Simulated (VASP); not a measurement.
Set up this calculation in VASP 6.6.1, as the native input.

* Task: single point
* Functional: PBE
* Potentials or basis: VASP PAW PBE potentials, release 64 (Al, B, As)
* Cutoff: 520 eV
* k mesh: 6 × 6 × 1
* Occupations: gaussian, width 0.1 eV
* Spin: no spin polarisation
* Dipole correction: no
* Further INCAR settings: ALGO = Normal; EDIFF = 1e-07; NBANDS = 36

The structure of AlB5As6 lies in POSCAR:

```
AlB5As6
1.0
    3.5968836700      0.0000000000      0.0000000000
   -1.7984418400      3.1149926300      0.0000000000
    0.0000000000      0.0000000000     17.6210593200
Al B As
1 5 6
Direct
    0.0000000000      0.0000000000      0.5000000000
    0.0000000000      0.0000000000      0.0000000000
    0.3333333300      0.6666666700      0.8333333300
    0.6666666700      0.3333333300      0.6666666700
    0.3333333300      0.6666666700      0.3333333300
    0.6666666700      0.3333333300      0.1666666700
    0.3333333300      0.6666666700      0.9583333300
    0.6666666700      0.3333333300      0.7916666700
    0.0000000000      0.0000000000      0.6250000000
    0.3333333300      0.6666666700      0.4583333300
    0.6666666700      0.3333333300      0.2916666700
    0.0000000000      0.0000000000      0.1250000000
```

The input as run:

INCAR

```
PREC = Accurate ; ENCUT = 520
EDIFF = 1E-7 ; ISMEAR = 0
SIGMA = 0.1 ; LREAL = False
LASPH = True ; NELM = 60
ALGO = Normal ; ISIF = 2
LWAVE = False ; LCHARG = True
GGA = PE ; LELF = True
LVHAR = True ; NBANDS = 36
```

KPOINTS

```
regular mesh
0
Gamma
  6 6 1
```

Potentials or basis: VASP PAW PBE potentials, release 64 (Al, B, As).

Launch:

```bash
$ cat potpaw_PBE.64/Al/POTCAR potpaw_PBE.64/B/POTCAR potpaw_PBE.64/As/POTCAR > POTCAR
$ mpirun -np 1 vasp_std > vasp.out
```

Results of the run:

```yaml
Pressure: -3.9 GPa
Largest_force: 4.165 eV/Å
Band_gap_on_the_k_mesh: 1.29 eV (least direct gap 1.70 eV)
```

Caveat: the cell stands under tension; forces of over 1 eV/Å act on the atoms, so gaps and moduli don't describe the material at rest.

Run time: 38 s on 1 thread of Intel(R) Xeon(R) 6975P-C (Granite Rapids), on a shared host, peak memory 0.33 GiB.
